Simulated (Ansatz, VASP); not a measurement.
# Ti3Se: VASP beside Ansatz

```xyz
4
Lattice="3.1322 0.0000 0.0000 -1.5661 2.7125 0.0000 0.0000 0.0000 7.7806" Properties=species:S:1:pos:R:3 pbc="T T T"
Se    0.0000    0.0000    0.0000
Ti    1.5661    0.9042    3.8903
Ti    0.0000    1.8084    6.0136
Ti    0.0000    1.8084    1.7670
```

Alike in both runs: task single point; functional PBE; k mesh 10 × 10 × 4; occupations fermi-dirac, width 0.05 eV; no spin polarisation.

```csv
,VASP,Ansatz
version,VASP 6.6.1,Ansatz 0.2.0
potentials or method,"VASP PAW PBE potentials, release 64 (Se, Ti_sv)",Ansatz PAW
plane-wave cutoff (eV),520,420
valence electrons in the cell,42,52
```

VASP gave:

```
gap on the k mesh at the Fermi level (eV)                     : none
pressure (GPa)                                                : 8.1
traceless stress, the component that is largest in VASP (GPa) : 1.00
rms of the force components (eV/Å)                            : 0.107
```

Estimate Ansatz's values.

gap on the k mesh at the Fermi level (eV): none; pressure (GPa): 8.1; traceless stress, the component that is largest in VASP (GPa): 0.99; rms of the force components (eV/Å): 0.095.

Atom by atom the forces differ by 0.012 eV/Å (rms over components). A gap of «none» marks a metal or a gap that the smearing closes. With one functional, cell and mesh, what is left measures potentials, basis and numerics. VASP's potentials hold 42 valence electrons a cell and Ansatz's 52, so a difference there can come from the potentials and not from the codes.
